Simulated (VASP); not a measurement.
Au, 2 atoms in the cell. It takes space group P6_3/mmc (No. 194, hexagonal). The conventional cell has a = 2.853 Å, b = 2.853 Å, c = 5.041 Å, α = 90.00°, β = 90.00°, γ = 120.00°. Au (site symmetry -6m2) has 12 Au at 2.85 to 3.01 Å within 3.8 Å. This isn't the form of Au at room conditions, which is fcc. This cell differs from its parent crystal: ratio of the length along z to the lengths across it x 1.05, volume and fractional coordinates fixed.

```yaml
Program: VASP 6.6.1
Task: single point
Functional: PBEsol
Potentials_or_basis: VASP PAW PBE potentials, release 64 (Au)
Cutoff: 520 eV
k_mesh: 24 × 24 × 12
Occupations: gaussian, width 0.15 eV
Spin: no spin polarisation
Dipole_correction: no
Further_INCAR_settings: ALGO = Fast; EDIFF = 1e-06; NBANDS = 18
```

Potentials or basis: VASP PAW PBE potentials, release 64 (Au).

Launch:

```sh
$ cat potpaw_PBE.64/Au/POTCAR > POTCAR
$ mpirun -np 1 vasp_std > vasp.out
```

Hardware: 1 thread of AMD EPYC 9R45 96-Core Processor (Zen 5) (shared host).

Problem. How long does it take, and how much memory?

Solution. Run time: 2.2 min on 1 thread of AMD EPYC 9R45 96-Core Processor (Zen 5), with other jobs on the host, peak memory 0.31 GiB. Counts: scf iterations 12, k points 427.
